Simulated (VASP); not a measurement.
A run of VASP 6.6.1:

Contents of INCAR:

```
SYSTEM = Pd
PREC     = Accurate       ! precision mode
ENCUT    = 520            ! plane-wave cutoff, eV
EDIFF    = 1E-6           ! SCF threshold, eV
ISMEAR   = -1             ! smearing method
SIGMA    = 0.05           ! smearing width, eV
LREAL    = .FALSE.        ! projectors in reciprocal space
LASPH    = .TRUE.         ! aspherical terms in the spheres
NELM     = 150            ! most SCF steps
ALGO     = Normal         ! electronic algorithm
ISIF     = 2              ! what is computed and relaxed
LWAVE    = .FALSE.        ! write WAVECAR
LCHARG   = .FALSE.        ! write CHGCAR
ISPIN    = 2              ! spin polarisation
MAGMOM   = -0.424 -0.424  ! initial moments
LORBIT   = 11             ! projections on sites
LMAXMIX  = 4              ! l up to which the mixer works
GGA      = B5             ! functional
ALDAX    = 1.0          
AGGAX    = 1.0          
AGGAC    = 1.0          
ALDAC    = 0.0          
NBANDS   = 21             ! bands
```

File KPOINTS:

```
Automatic mesh
0
G
  10 10 10
  0 0 0
```

File POSCAR:

```
Pd
1.0
    0.0000000000      3.0416224599      3.0416224599
    3.0416224599      0.0000000000      3.0416224599
    3.0416224599      3.0416224599      0.0000000000
Pd
2
Direct
    0.1250000000      0.1250000000      0.1250000000
    0.8750000000      0.8750000000      0.8750000000
```

Potentials or basis: VASP PAW PBE potentials, release 64 (Pd).

The run is started by

```sh
$ cat potpaw_PBE.64/Pd/POTCAR > POTCAR
$ mpirun -np 1 vasp_std > vasp.out
```

Hardware: 1 thread of Intel(R) Xeon(R) 6975P-C (Granite Rapids), on a shared host.

Estimate the wall time of this run.

Run time: 46 s on 1 thread of Intel(R) Xeon(R) 6975P-C (Granite Rapids) (shared host), peak memory 0.24 GiB. Counts: scf iterations 13, k points 47.
